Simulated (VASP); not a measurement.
# InSe: single point with PBE+D3(BJ)

**Measured values to compare with.**

“The Interaction of Hydrogen with the van der Waals Crystal γ-InSe”, 2020, pmc:7321205 reports, for a bulk crystal of InSe at 300 K: band gap 1.25 eV.

InSe:

```xyz
4
Lattice="2.0182 1.1652 8.3033 -2.0182 1.1652 8.3033 0.0000 -2.3304 8.3033" Properties=species:S:1:pos:R:3 pbc="T T T"
In    0.0000    0.0000    0.0012
In    0.0000    0.0000    2.7943
Se    0.0000    0.0000   15.3231
Se    0.0000    0.0000   20.6837
```

```yaml
Program: VASP 6.6.1
Task: single point
Functional: PBE
Dispersion: D3(BJ)
Potentials_or_basis: VASP PAW PBE potentials, release 64 (In_d, Se)
Cutoff: 520 eV
k_mesh: 12 × 12 × 12
Occupations: gaussian, width 0.02 eV
Spin: no spin polarisation
Dipole_correction: no
Further_INCAR_settings: ALGO = Normal; EDIFF = 1e-06; NBANDS = 27
```

| Quantity | Value |
| --- | --- |
| Pressure | 0.0 GPa |
| Largest force | 0.013 eV/Å |
| Band gap on the k mesh | 0.29 eV |
| Dispersion energy per atom | -0.300 eV |

Forces in eV/Å, atoms in the order of the input:
```
In   0.000  0.000  0.012
In   0.000  0.000 -0.012
Se   0.000  0.000 -0.013
Se   0.000  0.000  0.013
```

Levels at points of the mesh, in eV from the valence-band top:
```tsv
k point	band 17	band 18	band 19	band 20	band 21	band 22
(0.00, 0.00, 0.00)	-1.39	-1.25	-1.25	1.68	2.00	4.24
(0.50, 0.00, 0.00)	-2.39	-2.22	-1.68	1.10	1.92	3.65
(0.50, 0.50, 0.00)	-2.55	-2.03	-1.52	1.06	1.94	3.28
(0.50, 0.50, 0.50)	-1.17	-1.17	0.00	0.29	2.08	4.14
```

It took 7.8 min on 1 × NVIDIA H100 80GB with 1 thread of Intel(R) Xeon(R) Platinum 8481C CPU @ 2.70GHz (Sapphire Rapids), on a shared host, peak memory 1.8 GiB.

A measured gap of InSe is 1.25 eV (300 K; “The Interaction of Hydrogen with the van der Waals Crystal γ-InSe”, 2020, pmc:7321205); the calculated 0.29 eV misses it by -0.96 eV. Spin-orbit coupling on In, Se is left out. The value is that of PBE+D3(BJ) on a finite k mesh, which can miss the band edges, without temperature or zero-point motion. Semilocal functionals fall short of measured gaps as a rule.

Caveat: spin-orbit coupling is left out, which moves the levels of the heavy elements.
